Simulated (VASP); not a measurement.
Crystal: KBr.

```
K Br
1.0
     3.97632    0.00000    0.00000
     0.00000    3.97632    0.00000
     0.00000    0.00000    3.97632
K Br
1 1
Cartesian
  0.0000 0.0000 0.0000
  1.9882 1.9882 1.9882
```

Base run:

- Program: VASP 6.6.1
- Functional: HSE06
- Potentials or basis: VASP PAW PBE potentials, release 64 (K_sv, Br)
- Cutoff: 520 eV
- k mesh: 4 × 4 × 4
- Occupations: gaussian, width 0.01 eV
- Spin: no spin polarisation

Its results: band gap on the k mesh 5.19 eV, indirect (least direct gap 5.49 eV); pressure 0.5 GPa.

Problem. The run is repeated on the same cell with these changes: functional from HSE06 to r2SCAN; further incar settings from ALGO = Normal; EDIFF = 1e-06; NBANDS = 15 to ALGO = Normal; EDIFF = 1e-07; NBANDS = 15. What comes out?

Solution. Band gap on the k mesh 4.77 eV, indirect (least direct gap 5.05 eV); pressure 0.0 GPa.

Caveats: the PAW data sets were made with another functional, which shifts forces and pressure a little.

A k mesh can miss the band edges.
